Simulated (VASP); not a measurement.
A run of VASP 6.6.1 is set up as follows.

INCAR

```
ALGO     = Normal         # electronic algorithm
EDIFF    = 1E-6           # SCF threshold, eV
EDIFFG   = -0.01          # ionic threshold
ENCUT    = 600            # plane-wave cutoff, eV
GGA      = PE             # functional
IBRION   = 2              # ionic algorithm
ISIF     = 3              # what is computed and relaxed
ISMEAR   = 0              # smearing method
LASPH    = True           # aspherical terms in the spheres
LCHARG   = False          # write CHGCAR
LREAL    = False          # projectors in reciprocal space
LWAVE    = False          # write WAVECAR
NELM     = 100            # most SCF steps
NSW      = 100            # ionic steps
PREC     = Accurate       # precision mode
SIGMA    = 0.01           # smearing width, eV
```

File KPOINTS:

```
k-points
0
Gamma
  10 10 10
```

File POSCAR:

```
TiGe
1.0
    0.0000000000      2.9177149298      2.9177149298
    2.9177149298      0.0000000000      2.9177149298
    2.9177149298      2.9177149298      0.0000000000
Ti Ge
1 1
Direct
    0.0000000000      0.0000000000      0.0000000000
    0.7500000000      0.7500000000      0.7500000000
```

Potentials or basis: VASP PAW PBE potentials, release 64 (Ti_sv, Ge_d).

Run with:

```sh
$ cat potpaw_PBE.64/Ti_sv/POTCAR potpaw_PBE.64/Ge_d/POTCAR > POTCAR
$ mpirun -np 1 vasp_std > vasp.out
```

Estimate the relaxed volume.

24.98 Å³/atom.

What does it give for the space group after relaxing (to 0.05 Å)?

F-43m (No. 216).

Predict the relaxed cell.

a = 4.134 Å, b = 4.134 Å, c = 4.134 Å, α = 60.00°, β = 60.00°, γ = 60.00°.

What does it give for the band gap on the k mesh?

0.25 eV, direct.

Step by step:
```tsv
step	energy change (eV)	largest force (eV/Å)	pressure (GPa)	volume (Å³)
1	0.0000	0.0000	0.40	49.68
2	-0.0002	0.0000	-0.18	50.13
3	-0.0003	0.0000	0.03	49.96
```

A k mesh can miss the band edges.
